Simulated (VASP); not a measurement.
Write the native input for VASP 6.6.1 that does the following.

| Quantity | Value |
| --- | --- |
| Task | single point |
| Functional | PBE |
| Potentials or basis | VASP PAW PBE potentials, release 64 (Ga_d, S) |
| Cutoff | 500 eV |
| k mesh | 4 × 4 × 4 |
| Occupations | gaussian, width 0.15 eV |
| Spin | no spin polarisation |
| Dipole correction | no |
| Further INCAR settings | ALGO = Normal; EDIFF = 1e-06; NBANDS = 23 |

The structure of Ga2S lies in POSCAR:

```
Ga2S
1.0
    0.0000000000      3.2625728691      3.2625728691
    3.2625728691      0.0000000000      3.2625728691
    3.2625728691      3.2625728691      0.0000000000
Ga S
2 1
Direct
    0.7500000000      0.7500000000      0.7500000000
    0.5000000000      0.5000000000      0.5000000000
    0.0000000000      0.0000000000      0.0000000000
```

The cell was generated, and may not be a known phase.

One way to write it, as run:

INCAR

```
PREC = Accurate
ENCUT = 500
EDIFF = 1E-6
ISMEAR = 0
SIGMA = 0.15
LREAL = False
LASPH = True
NELM = 120
ALGO = Normal
ISIF = 2
LWAVE = False
LCHARG = False
GGA = PE
NBANDS = 23
GGA_COMPAT = False
```

KPOINTS

```
regular mesh
0
Gamma
  4 4 4
```

Potentials or basis: VASP PAW PBE potentials, release 64 (Ga_d, S).

Command:

```bash
$ cat potpaw_PBE.64/Ga_d/POTCAR potpaw_PBE.64/S/POTCAR > POTCAR
$ mpirun -np 1 vasp_std > vasp.out
```

Results of the run:

```json
{
  "Pressure": "0.2 GPa",
  "Band gap on the k mesh": "zero (bands 16 and 17 overlap by 0.12 eV)"
}
```

Caveat: the k points lie up to 0.42 Å⁻¹ apart.

Run time: 22 s on 1 thread of AMD EPYC 7R13, with other jobs on the host, peak memory 0.2 GiB.
